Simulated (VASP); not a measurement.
# CdS (CsCl type) (Pm-3m) in VASP: a series of runs

Runs on CdS (CsCl type). Level: PBE. Tasks: relaxation of cell and atoms, single point.

Program: VASP 6.6.1. These are calculated values, not measurements. Logs are shortened: lines on timing, memory, paths and dates and some standing lists are left out, and cuts for length are marked.

## (1) The cell of the first run

The structure is cubic, space group Pm-3m (No. 221). The conventional cell has a = 3.379 Å, b = 3.379 Å, c = 3.379 Å, α = 90.00°, β = 90.00°, γ = 90.00°. Within 3.9 Å of Cd (site symmetry m-3m) lie 8 S at 2.93 Å and 6 Cd at 3.38 Å. S (site symmetry m-3m) has 8 Cd at 2.93 Å and 6 S at 3.38 Å within 3.9 Å.

## (2) Relaxation of cell and atoms, PBE, target pressure 0.0098 GPa, at which the enthalpy is minimised

The input, INCAR:

```
SYSTEM = CdS
ALGO = Normal ; EDIFF = 1E-6
EDIFFG = -0.005 ; ENCUT = 600
GGA = PE ; IBRION = 2
ISIF = 3 ; ISMEAR = -1
LASPH = .TRUE. ; LCHARG = .FALSE.
LREAL = .FALSE. ; LWAVE = .FALSE.
NELM = 100 ; NSW = 60
PREC = Accurate ; PSTRESS = 0.098
SIGMA = 0.1
```

The input, KPOINTS:

```
k-points
0
G
  13 13 13
  0 0 0
```

The input, POSCAR:

```
CdS
1.0
    3.3787979575      0.0000000000      0.0000000000
    0.0000000000      3.3787979575      0.0000000000
    0.0000000000      0.0000000000      3.3787979575
Cd S
1 1
Direct
    0.0000000000      0.0000000000      0.0000000000
    0.5000000000      0.5000000000      0.5000000000
```

Potentials or basis: VASP PAW PBE potentials, release 64 (Cd, S).

On the command line:

```console
> cat potpaw_PBE.64/Cd/POTCAR potpaw_PBE.64/S/POTCAR > POTCAR
> mpirun -np 1 vasp_std > vasp.out
```

OUTCAR:

```text
SYSTEM = CdS
   EDIFF = 1E-6
   EDIFFG = -0.005
   ENCUT = 600
   GGA = PE
   IBRION = 2
   ISIF = 3
   ISMEAR = -1
   LASPH = .TRUE.
   LREAL = .FALSE.
   NELM = 100
   NSW = 60
   PREC = Accurate
   PSTRESS = 0.098

 ion  position               nearest neighbor table
   1  0.000  0.000  0.000-   2 2.93   2 2.93   2 2.93   2 2.93   2 2.93   2 2.93   2 2.93   2 2.93

   2  0.500  0.500  0.500-   1 2.93   1 2.93   1 2.93   1 2.93   1 2.93   1 2.93   1 2.93   1 2.93

  LATTYP: Found a simple cubic cell.
 ALAT       =     3.3787979575

  Lattice vectors:

 A1 = (   3.3787979575,   0.0000000000,   0.0000000000)
 A2 = (   0.0000000000,   3.3787979575,   0.0000000000)
 A3 = (   0.0000000000,   0.0000000000,   3.3787979575)

Analysis of symmetry for initial positions (statically):
=====================================================================
 Subroutine PRICEL returns:
 Original cell was already a primitive cell.

 Routine SETGRP: Setting up the symmetry group for a
 simple cubic supercell.

 Subroutine GETGRP returns: Found 48 space group operations
 (whereof 48 operations were pure point group operations)
 out of a pool of 48 trial point group operations.

The static configuration has the point symmetry O_h .

Analysis of symmetry for dynamics (positions and initial velocities):
=====================================================================
 Subroutine PRICEL returns:
 Original cell was already a primitive cell.

 Routine SETGRP: Setting up the symmetry group for a
 simple cubic supercell.

 Subroutine GETGRP returns: Found 48 space group operations
 (whereof 48 operations were pure point group operations)
 out of a pool of 48 trial point group operations.

The dynamic configuration has the point symmetry O_h .

 Subroutine INISYM returns: Found 48 space group operations
 (whereof 48 operations are pure point group operations),
 and found     1 'primitive' translations

----------------------------------------------------------------------------------------

                                     Primitive cell

  volume of cell :      38.5733

  direct lattice vectors                    reciprocal lattice vectors
     3.378797957  0.000000000  0.000000000     0.295963243  0.000000000  0.000000000
     0.000000000  3.378797957  0.000000000     0.000000000  0.295963243  0.000000000
     0.000000000  0.000000000  3.378797957     0.000000000  0.000000000  0.295963243

  length of vectors
     3.378797957  3.378797957  3.378797957     0.295963243  0.295963243  0.295963243

[... 101 lines left out ...]
  volume/ion in A,a.u.               =      19.29       130.15
  Fermi-wavevector in a.u.,A,eV,Ry     =   1.269804  2.399582 21.938072  1.612403
  Thomas-Fermi vector in A             =   2.402826
   LORBIT       =      0    0 simple, 1 ext, 2 COOP (PROOUT), +10 PAW based schemes
   GGA     = PE    functional components
   LHFCALC =     F    Hartree Fock is set to
   AEXX    =    0.0000 exact exchange contribution
   IVDW    =     0    specifies the selected vdW correction
   LEPSILON=     F    determine dielectric tensor
   LRPA    =     F    only Hartree local field effects (RPA)
 conjugate gradient relaxation of ions
 non-spin polarized calculation
  energy-cutoff  :      600.00
  volume of cell :       38.57
 maximum number of plane-waves:      1319
 NGX is ok and might be reduce to    28
   NGX = 13   NGY = 13   NGZ = 13

--------------------------------------- Ionic step        1  -------------------------------------------

 number of electron      17.9999993 magnetization

 Free energy of the ion-electron system (eV)
  ---------------------------------------------------
  ext. energy  EPLUGINS =         0.00000000
  ---------------------------------------------------
  free energy    TOTEN  =        -4.87677368 eV

  energy without entropy =       -4.83949682  energy(sigma->0) =       -4.85813525

------------------------ aborting loop because EDIFF is reached ----------------------------------------

  FORCE on cell =-STRESS in cart. coord.  units (eV):
  Direction    XX          YY          ZZ          XY          YZ          ZX
  --------------------------------------------------------------------------------------
  -------------------------------------------------------------------------------------
  Total        0.5786076      0.5786076      0.5786076      0.0000000     -0.0000000      0.0000000
  in kB       24.0330030     24.0330030     24.0330030      0.0000000     -0.0000000      0.0000000
  external PRESSURE =      23.9350030 kB  Pullay stress =       0.0980000 kB
[... 63 lines left out ...]
--------------------------------------- Ionic step        3  -------------------------------------------

 number of electron      17.9999998 magnetization

 Free energy of the ion-electron system (eV)
  ---------------------------------------------------
  ext. energy  EPLUGINS =         0.00000000
  ---------------------------------------------------
  free energy    TOTEN  =        -4.88599447 eV

  energy without entropy =       -4.84810704  energy(sigma->0) =       -4.86705075

 E-fermi :   3.7542     XC(G=0): -10.6885

 val. band max:        3.7486224745   @ k =   0.4615   0.1538   0.0000
 cond. band min:       3.7620973969   @ k =   0.4615   0.2308   0.0000
 fundamental gap:      0.0134749224
 Fermi energy:         3.7541706425

 k-point     1 :       0.0000    0.0000    0.0000
  band No.  band energies     occupation
      1      -9.5412      2.00000
      2      -4.9308      2.00000
      3      -4.9308      2.00000
      4      -4.3701      2.00000
      5      -4.3701      2.00000
      6      -4.3701      2.00000
      7       2.5850      1.99998
      8       2.5850      1.99998
      9       2.5850      1.99998
     10       2.7312      1.99993
     11      10.4177      0.00000
     12      10.4177      0.00000
     13      15.3217      0.00000
[... 354 lines left out ...]
  band No.  band energies     occupation
      1      -8.3570      2.00000
      2      -4.7811      2.00000
      3      -4.5402      2.00000
      4      -4.4793      2.00000
      5      -4.4247      2.00000
      6      -4.3840      2.00000
      7      -0.9473      2.00000
      8       0.3443      2.00000
      9       3.7239      1.15018
     10       5.0020      0.00001
     11       9.3703      0.00000
     12      11.5980      0.00000
     13      12.7210      0.00000

 [... further k-points ...]

------------------------ aborting loop because EDIFF is reached ----------------------------------------

  FORCE on cell =-STRESS in cart. coord.  units (eV):
  Direction    XX          YY          ZZ          XY          YZ          ZX
  --------------------------------------------------------------------------------------
  -------------------------------------------------------------------------------------
  Total        0.0051365      0.0051365      0.0051365      0.0000000     -0.0000000      0.0000000
  in kB        0.2066293      0.2066293      0.2066293      0.0000000     -0.0000000      0.0000000
  external PRESSURE =       0.1086293 kB  Pullay stress =       0.0980000 kB
[... 21 lines left out ...]
  energy  without entropy=       -4.8481070396  energy(sigma->0) =       -4.86705075

  enthalpy is  TOTEN    =        -4.8835583132 eV   P V=        0.0024361552

 reached required accuracy - stopping structural energy minimisation
```

CONTCAR:

```text
CdS
   1.00000000000000
     3.4150454262774521   -0.0000000000000000    0.0000000000000000
     0.0000000000000000    3.4150454262774521   -0.0000000000000000
    -0.0000000000000000   -0.0000000000000000    3.4150454262774521
  Cd              S
     1     1
Direct
     0.0000000000000000    0.0000000000000000    0.0000000000000000
     0.5000000000000000    0.5000000000000000    0.5000000000000000

  0.00000000E+00  0.00000000E+00  0.00000000E+00
  0.00000000E+00  0.00000000E+00  0.00000000E+00
```

Wall time 58 s (1 thread of Intel Xeon Platinum 8559C (Emerald Rapids), shared host); peak memory 0.19 GiB.

Results:

```yaml
Free_energy: -4.8860 eV
Relaxed_volume: 19.91 Å³/atom
Relaxed_cell: a = 3.415 Å, b = 3.415 Å, c = 3.415 Å, α = 90.00°, β = 90.00°, γ = 90.00°
Space_group_after_relaxing_to_0.05_Å: Pm-3m (No. 221)
Energy_change_on_relaxing_the_enthalpy_is_what_falls: -4.6 meV/atom
Ionic_steps: 3
Pressure_after_relaxing: 0.0 GPa
Band_gap_on_the_k_mesh: zero (band 9 reaches 3.78 eV, above the bottom of band 10 at 2.73 eV)
```

The path:
| step | energy change (eV) | largest force (eV/Å) | pressure (GPa) | volume (Å³) |
| --- | --- | --- | --- | --- |
| 1 | 0.0000 | 0.0000 | 2.40 | 38.57 |
| 2 | -0.0085 | 0.0000 | -0.65 | 40.20 |
| 3 | -0.0092 | 0.0000 | 0.02 | 39.83 |

Final structure:
```cif
data_structure
_symmetry_space_group_name_H-M 'P 1'
_symmetry_Int_Tables_number 1
_cell_length_a 3.4150
_cell_length_b 3.4150
_cell_length_c 3.4150
_cell_angle_alpha 90.000
_cell_angle_beta 90.000
_cell_angle_gamma 90.000
_cell_volume 39.83
loop_
_atom_site_label
_atom_site_type_symbol
_atom_site_fract_x
_atom_site_fract_y
_atom_site_fract_z
_atom_site_occupancy
Cd1 Cd 0.00000 0.00000 0.00000 1
S1 S 0.50000 0.50000 0.50000 1
```

Caveat: the cell is relaxed towards a set pressure, so the enthalpy falls and the energy may rise.

## (3) Relaxation of cell and atoms, PBE, target pressure 0.0098 GPa, at which the enthalpy is minimised

This run uses another cell than the first one, of 19.84 Å³/atom, 1.029 times its volume.

The input, INCAR:

```
PREC = Accurate ; ENCUT = 600
EDIFF = 1E-6 ; ISMEAR = -1
SIGMA = 0.1 ; LREAL = F
LASPH = T ; NELM = 100
ALGO = Normal ; ISIF = 3
LWAVE = F ; LCHARG = F
GGA = PE ; IBRION = 2
NSW = 32 ; EDIFFG = -0.005
PSTRESS = 0.098
```

The input, KPOINTS:

```
Automatic mesh
0
Gamma
  13 13 13
```

The input, POSCAR:

```
CdS
1.0
    3.4108020662      0.0000000000      0.0000000000
    0.0000000000      3.4108020662      0.0000000000
    0.0000000000      0.0000000000      3.4108020662
Cd S
1 1
Direct
    0.0000000000      0.0000000000      0.0000000000
    0.5000000000      0.5000000000      0.5000000000
```

Potentials or basis: VASP PAW PBE potentials, release 64 (Cd, S).

On the command line:

```console
> cat potpaw_PBE.64/Cd/POTCAR potpaw_PBE.64/S/POTCAR > POTCAR
> mpirun -np 1 vasp_std > vasp.out
```

It took 52 s on 1 thread of Intel Xeon Platinum 8559C (Emerald Rapids), shared host; peak memory 0.19 GiB.

It converged, with:

```
Free energy                                            : -4.8864 eV
Relaxed volume                                         : 19.92 Å³/atom
Relaxed cell                                           : a = 3.415 Å, b = 3.415 Å, c = 3.415 Å, α = 90.00°, β = 90.00°, γ = 90.00°
Space group after relaxing (to 0.05 Å)                 : Pm-3m (No. 221)
Energy change on relaxing (the enthalpy is what falls) : -0.1 meV/atom
Ionic steps                                            : 3
Pressure after relaxing                                : 0.0 GPa
Band gap on the k mesh                                 : zero (band 9 reaches 3.78 eV, above the bottom of band 10 at 2.73 eV)
```

Step by step:
```tsv
step	energy change (eV)	largest force (eV/Å)	pressure (GPa)	volume (Å³)
1	0.0000	0.0000	0.27	39.68
2	-0.0001	0.0000	-0.04	39.86
3	-0.0001	0.0000	0.00	39.83
```

Final structure:
```
Cd S
1.0
     3.41520    0.00000    0.00000
     0.00000    3.41520    0.00000
     0.00000    0.00000    3.41520
Cd S
1 1
Direct
  0.00000 0.00000 0.00000
  0.50000 0.50000 0.50000
```

Levels at points of the mesh, in eV from the Fermi level:
```csv
k point,band 5,band 6,band 7,band 8,band 9,band 10,band 11,band 12,band 13
"(0.00, 0.00, 0.00)",-8.12,-8.12,-1.17,-1.17,-1.17,-1.02,6.66,6.66,11.57
```

Caveat: the cell is relaxed towards a set pressure, so the enthalpy falls and the energy may rise.

[end of part 1 of 2]
